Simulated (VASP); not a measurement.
# H22CO12 in VASP: notebook

Runs on H22CO12. Level: PBE+D3(BJ). Tasks: single point.

Program: VASP 6.6.1. These are calculated values, not measurements. Logs are shortened: lines on timing, memory, paths and dates and some standing lists are left out, and cuts for length are marked.

## 1. The cell of the first run

The cell holds an amorphous packing of atoms, 35 atoms: a = 7.133 Å, b = 7.133 Å, c = 7.133 Å, α = 90.00°, β = 90.00°, γ = 90.00°.

## 2. Single point, PBE+D3(BJ)

Contents of INCAR:

```
  PREC = Accurate
  ENCUT = 520
  EDIFF = 1E-7
  ISMEAR = -1
  SIGMA = 0.05
  LREAL = Auto
  LASPH = True
  NELM = 60
  ALGO = Normal
  ISIF = 2
  LWAVE = False
  LCHARG = False
  GGA = PE
  IVDW = 12
  NBANDS = 72
```

Contents of KPOINTS:

```
Automatic mesh
0
Gamma
  1 1 1
```

Contents of POSCAR:

```
H22CO12
1.0
    7.1334920000      0.0000000000      0.0000000000
    0.0000000000      7.1334920000      0.0000000000
    0.0000000000      0.0000000000      7.1334920000
O H C
12 22 1
Direct
    0.4738352549      0.5077737523      0.4278269324
    0.1880285280      0.6791063900     -0.0411439446
    0.1951358465      0.0405411543      0.9770950889
    0.4488965573      0.4716063325      0.9188627393
    0.6164582507     -0.1103246489      1.0739060197
    0.5438150067      0.1656692122      0.3606508566
    0.1476415758      0.8502567887      0.4506768915
   -0.0083269176      0.2167241514      0.3076894177
    0.7504739614      0.8696021528      0.4639522971
    0.8965735155      0.5320676045      1.1030922864
    0.7536701520      0.5049560580      0.7827022165
    0.9749082217      0.2684659911      0.7221147791
    0.5920101964      0.5108437775      0.4736389976
    0.4508871672      0.3632302384      0.4207476507
    0.0669517818      0.6157993869     -0.0339525158
    0.1838650692      0.8312198289     -0.0245602014
    0.1807670072      0.0684797852      1.1234049187
    0.1256607563      0.1117685420      0.8684105905
    0.3095258255      0.5614641469      0.9386006180
    0.4979468681      0.3886175242      1.0132484904
    0.4826948709     -0.1754400229      1.0231735032
    0.6701486453     -0.0683115647      0.9635112789
    0.6425604739      0.0689984653      0.3915754023
    0.6056080248      0.2313172847      0.2629848046
    0.2193035332      0.8567753353      0.5549175635
    0.2409619300      0.7788191253      0.3658096203
   -0.0356627582      0.2646529918      0.1903836158
    0.0303918474      0.3443755176      0.3705758694
    0.8865643923      0.9116012186      0.4384528643
    0.7033581870      0.8055521756      0.3598798457
    0.8636163046      0.6594245848      1.1417830145
    0.8049493852      0.4961104603      1.0176642800
    0.6073743406      0.4663774768      0.8142155343
    0.8000289339      0.3730150675      0.5379413056
    0.8533548506      0.3778934637      0.6707093805
```

Potentials or basis: VASP PAW PBE potentials, release 64 (O, H, C).

Started as:

```sh
$ cat potpaw_PBE.64/O/POTCAR potpaw_PBE.64/H/POTCAR potpaw_PBE.64/C/POTCAR > POTCAR
$ mpirun -np 1 vasp_gam > vasp.out
```

OUTCAR:

```text
PREC = Accurate
   ENCUT = 520
   EDIFF = 1E-7
   ISMEAR = -1
   LREAL = Auto
   LASPH = True
   NELM = 60
   ISIF = 2
   GGA = PE
   IVDW = 12
 IVDW          = 12

 ion  position               nearest neighbor table
   1  0.474  0.508  0.428-  13 0.90  14 1.05
   2  0.188  0.679  0.959-  15 0.98  16 1.09  19 1.22
   3  0.195  0.041  0.977-  18 1.05  17 1.07
   4  0.449  0.472  0.919-  20 0.96  19 1.19  33 1.36
   5  0.616  0.890  0.074-  22 0.93  21 1.12
   6  0.544  0.166  0.361-  24 0.95  23 1.01
   7  0.148  0.850  0.451-  25 0.90  26 1.03
   8  0.992  0.217  0.308-  27 0.92  28 1.05
   9  0.750  0.870  0.464-  30 0.93  29 1.03
  10  0.897  0.532  0.103-  32 0.93  31 0.98
  11  0.754  0.505  0.783-  33 1.10  35 1.40
  12  0.975  0.268  0.722-  35 1.22
  13  0.592  0.511  0.474-   1 0.90
  14  0.451  0.363  0.421-   1 1.05
  15  0.067  0.616  0.966-   2 0.98
  16  0.184  0.831  0.975-   2 1.09
  17  0.181  0.068  0.123-   3 1.07
  18  0.126  0.112  0.868-   3 1.05
  19  0.310  0.561  0.939-   4 1.19   2 1.22
  20  0.498  0.389  0.013-   4 0.96
  21  0.483  0.825  0.023-   5 1.12
  22  0.670  0.932  0.964-   5 0.93
  23  0.643  0.069  0.392-   6 1.01
  24  0.606  0.231  0.263-   6 0.95
  25  0.219  0.857  0.555-   7 0.90
  26  0.241  0.779  0.366-   7 1.03
  27  0.964  0.265  0.190-   8 0.92
  28  0.030  0.344  0.371-   8 1.05
  29  0.887  0.912  0.438-   9 1.03
  30  0.703  0.806  0.360-   9 0.93
  31  0.864  0.659  0.142-  10 0.98
  32  0.805  0.496  0.018-  10 0.93
  33  0.607  0.466  0.814-  11 1.10   4 1.36
  34  0.800  0.373  0.538-  35 1.02
  35  0.853  0.378  0.671-  34 1.02  12 1.22  11 1.40

  LATTYP: Found a simple cubic cell.
 ALAT       =     7.1334920000

  Lattice vectors:

 A1 = (   7.1334920000,   0.0000000000,   0.0000000000)
 A2 = (   0.0000000000,   7.1334920000,   0.0000000000)
 A3 = (   0.0000000000,   0.0000000000,   7.1334920000)

Analysis of symmetry for initial positions (statically):
=====================================================================
 Subroutine PRICEL returns:
 Original cell was already a primitive cell.

 Routine SETGRP: Setting up the symmetry group for a
 simple cubic supercell.

 Subroutine GETGRP returns: Found  1 space group operations
 (whereof  1 operations were pure point group operations)
 out of a pool of 48 trial point group operations.

The static configuration has the point symmetry C_1 .

Analysis of symmetry for dynamics (positions and initial velocities):
=====================================================================
 Subroutine PRICEL returns:
 Original cell was already a primitive cell.

 Routine SETGRP: Setting up the symmetry group for a
 simple cubic supercell.

 Subroutine GETGRP returns: Found  1 space group operations
 (whereof  1 operations were pure point group operations)
 out of a pool of 48 trial point group operations.

The dynamic configuration has the point symmetry C_1 .

 Subroutine INISYM returns: Found  1 space group operations
 (whereof  1 operations are pure point group operations),
 and found     1 'primitive' translations

----------------------------------------------------------------------------------------

                                     Primitive cell

  volume of cell :     362.9999

  direct lattice vectors                    reciprocal lattice vectors
     7.133492000  0.000000000  0.000000000     0.140183798  0.000000000  0.000000000
     0.000000000  7.133492000  0.000000000     0.000000000  0.140183798  0.000000000
     0.000000000  0.000000000  7.133492000     0.000000000  0.000000000  0.140183798

  length of vectors
     7.133492000  7.133492000  7.133492000     0.140183798  0.140183798  0.140183798

  position of ions in fractional coordinates (direct lattice)
     0.473835255  0.507773752  0.427826932
     0.188028528  0.679106390  0.958856055
     0.195135847  0.040541154  0.977095089
     0.448896557  0.471606333  0.918862739
     0.616458251  0.889675351  0.073906020
     0.543815007  0.165669212  0.360650857
[... 27 lines left out ...]
     0.800028934  0.373015067  0.537941306
     0.853354851  0.377893464  0.670709380

  ion indices of the primitive-cell ions
   primitive index   ion index
                 1           1
                 2           2
                 3           3
                 4           4
                 5           5
                 6           6
[... 27 lines left out ...]
                34          34
                35          35

----------------------------------------------------------------------------------------

 KPOINTS: Automatic mesh

Automatic generation of k-mesh.
 Grid dimensions read from file:
 generate k-points for:    1    1    1

 Generating k-lattice:

  Cartesian coordinates                     Fractional coordinates (reciprocal lattice)
     0.140183798  0.000000000  0.000000000     1.000000000  0.000000000  0.000000000
     0.000000000  0.140183798  0.000000000     0.000000000  1.000000000  0.000000000
     0.000000000  0.000000000  0.140183798     0.000000000  0.000000000  1.000000000

  Length of vectors
     0.140183798  0.140183798  0.140183798

  Shift w.r.t. Gamma in fractional coordinates (k-lattice)
     0.000000000  0.000000000  0.000000000

 Subroutine IBZKPT returns following result:
 ===========================================

 Found      1 irreducible k-points:

 Following reciprocal coordinates:
            Coordinates               Weight
  0.000000  0.000000  0.000000      1.000000
   k-points           NKPTS =      1   k-points in BZ     NKDIM =      1   number of bands    NBANDS=     72
   number of dos      NEDOS =    301   number of ions     NIONS =     35
   total plane-waves  NPLWV = 157464
   dimension x,y,z NGX =    54 NGY =   54 NGZ =   54
   dimension x,y,z NGXF=   108 NGYF=  108 NGZF=  108
   ions per type =              12  22   1
   NGX,Y,Z   is equivalent  to a cutoff of  12.58, 12.58, 12.58 a.u.
   NGXF,Y,Z  is equivalent  to a cutoff of  25.17, 25.17, 25.17 a.u.
 SYSTEM =  unknown system
   PREC   = accura    normal or accurate (medium, high low for compatibility)
   ISTART =      0    job   : 0-new  1-cont  2-samecut
   ICHARG =      2    charge: 1-file 2-atom 10-const
   ISPIN  =      1    spin polarized calculation?
   LNONCOLLINEAR =      F non collinear calculations
   LSORBIT =      F    spin-orbit coupling
   LASPH  =      T    aspherical Exc in radial PAW
   ENCUT  =  520.0 eV  38.22 Ry    6.18 a.u.  13.26 13.26 13.26*2*pi/ulx,y,z
   NELM   =     60;   NELMIN=  2; NELMDL= -5     # of ELM steps
   EDIFF  = 0.1E-06   stopping-criterion for ELM
   LREAL  =      T    real-space projection
   EDIFFG = 0.1E-05   stopping-criterion for IOM
   NSW    =      0    number of steps for IOM
   IBRION =     -1    ionic relax: 0-MD 1-quasi-New 2-CG
   NFREE  =      0    steps in history (QN), initial steepest desc. (CG)
   ISIF   =      2    stress and relaxation
   ISYM   =      2    0-nonsym 1-usesym 2-fastsym
   POTIM  = 0.5000    time-step for ionic-motion
   TEBEG  =    0.0;   TEEND  =   0.0 temperature during run
   PSTRESS=    0.0 pullay stress
   NELECT =      98.0000    total number of electrons
   NUPDOWN=      -1.0000    fix difference up-down
   EMIN   =  10.00;   EMAX   =-10.00  energy-range for DOS
   EFERMI =   0.00;   METHOD = LEGACY
   ISMEAR =    -1;   SIGMA  =   0.05  broadening in eV -4-tet -1-fermi 0-gaus
   EFERMI_NEDOS =   21; number of points for ismear=-14 and -15
   IALGO  =     38    algorithm
   IMIX   =      4    mixing-type and parameters
     AMIX     =   0.40;   BMIX     =  1.00
     AMIX_MAG =   1.60;   BMIX_MAG =  1.00
  volume/ion in A,a.u.               =      10.37        69.99
  Fermi-wavevector in a.u.,A,eV,Ry     =   1.058071  1.999464 15.231907  1.119514
  Thomas-Fermi vector in A             =   2.193367
   LORBIT       =      0    0 simple, 1 ext, 2 COOP (PROOUT), +10 PAW based schemes
   GGA     = PE    functional components
   LHFCALC =     F    Hartree Fock is set to
   AEXX    =    0.0000 exact exchange contribution
   IVDW    =    12    specifies the selected vdW correction
   LEPSILON=     F    determine dielectric tensor
   LRPA    =     F    only Hartree local field effects (RPA)
 non-spin polarized calculation
  energy-cutoff  :      520.00
  volume of cell :      363.00
 maximum number of plane-waves:      4886
 NGX is ok and might be reduce to    54
   NGX = 27   NGY = 27   NGZ = 27

 number of electron      97.9999995 magnetization

 Free energy of the ion-electron system (eV)
  ---------------------------------------------------
  ext. energy  EPLUGINS =         0.00000000
  ---------------------------------------------------
  free energy    TOTEN  =      -171.60192846 eV

  energy without entropy =     -171.60192846  energy(sigma->0) =     -171.60192846

 E-fermi :  -1.8582     XC(G=0):  -6.8531

 val. band max:       -3.1243113801   @ k =   0.0000   0.0000   0.0000
 cond. band min:       0.9177616089   @ k =   0.0000   0.0000   0.0000
 fundamental gap:      4.0420729891
 Fermi energy:        -1.8581699153

 k-point     1 :       0.0000    0.0000    0.0000
  band No.  band energies     occupation
      1     -23.9764      2.00000
      2     -22.9885      2.00000
      3     -22.2738      2.00000
      4     -22.2404      2.00000
      5     -22.1599      2.00000
      6     -22.0964      2.00000
[... 53 lines left out ...]
     60       5.5125      0.00000
     61       5.8956      0.00000
 [bands above 61 left out]

------------------------ aborting loop because EDIFF is reached ----------------------------------------

 Edisp (eV)   -1.24234

 E8    (eV) :    -0.2597

  FORCE on cell =-STRESS in cart. coord.  units (eV):
  Direction    XX          YY          ZZ          XY          YZ          ZX
  --------------------------------------------------------------------------------------
  -------------------------------------------------------------------------------------
  Total       1.69707    -7.53199     9.72676     1.23987    -2.73134     4.71628
  in kB       7.49038   -33.24403    42.93111     5.47244   -12.05537    20.81629
  external pressure =        5.73 kB  Pullay stress =        0.00 kB

 VOLUME and BASIS-vectors are now :
 -----------------------------------------------------------------------------
  energy-cutoff  :      520.00
  volume of cell :      363.00
      direct lattice vectors                 reciprocal lattice vectors
     7.133492000  0.000000000  0.000000000     0.140183798  0.000000000  0.000000000
     0.000000000  7.133492000  0.000000000     0.000000000  0.140183798  0.000000000
     0.000000000  0.000000000  7.133492000     0.000000000  0.000000000  0.140183798

 POSITION                                       TOTAL-FORCE (eV/Angst)
 -----------------------------------------------------------------------------------
      3.38010      3.62220      3.05190        -4.577582     -1.408505     -1.765332
      1.34130      4.84440      6.83999         0.611774      1.565892     -0.226491
      1.39200      0.28920      6.97010        -0.426969     -0.154255      0.909016
      3.20220      3.36420      6.55470         0.297344     -0.370125     -0.836418
      4.39750      6.34649      0.52721        -4.556858     -2.818188      0.964935
      3.87930      1.18180      2.57270         0.016129     -0.968927      0.632185
[... 27 lines left out ...]
      5.70700      2.66090      3.83740        -0.862101     -0.048464     -3.215375
      6.08740      2.69570      4.78450        -0.783108      0.783225      4.177614
 -----------------------------------------------------------------------------------
    total drift:                                0.001150      0.005282      0.007503

  FREE ENERGIE OF THE ION-ELECTRON SYSTEM (eV)
  ---------------------------------------------------
  free  energy   TOTEN  =      -172.8442715920 eV

  energy  without entropy=     -172.8442715920  energy(sigma->0) =     -172.84427159
```

It took 53 s on 1 thread of AMD EPYC 7R43 (Zen 3), shared host; peak memory 0.31 GiB.

What came out:

```
Free energy                : -172.8443 eV
Pressure                   : 0.6 GPa
Largest force              : 5.444 eV/Å
Band gap on the k mesh     : 4.04 eV
Dispersion energy per atom : -0.035 eV
```

Forces on the atoms (eV/Å):
```
O   -4.578 -1.409 -1.765
O    0.612  1.566 -0.226
O   -0.427 -0.154  0.909
O    0.297 -0.370 -0.836
O   -4.557 -2.818  0.965
O    0.016 -0.969  0.632
O   -0.395 -1.623 -5.093
O    1.592  1.443  3.379
O    2.401  1.953  1.699
O    1.971  0.934  2.782
O    1.742 -2.029 -1.569
O    0.232  0.421  0.365
H    3.782  0.506  1.676
H    0.382  1.887  0.256
H   -0.650 -0.046  0.488
H   -0.021 -1.093 -0.639
H   -0.414  0.532 -3.100
H    0.629 -0.397  2.614
H    1.128  0.022  0.168
H   -0.817 -0.076  0.709
H    3.805  1.680  1.361
H    1.127  0.830 -2.524
H   -0.682 -0.176  0.468
H    0.466  0.625 -1.053
H    2.196  0.431  3.936
H   -1.642  0.888  1.125
H   -0.786  1.065 -2.726
H   -0.491 -2.689 -1.010
H   -1.661 -0.966  0.209
H   -0.574 -0.990 -1.915
H   -0.266 -0.242  0.031
H   -1.917 -0.416 -2.314
H   -0.856  0.943  0.035
H   -0.862 -0.048 -3.215
C   -0.783  0.783  4.178
```

Caveat: the k points lie up to 0.88 Å⁻¹ apart.

(Part 1 of 2 ends here.)
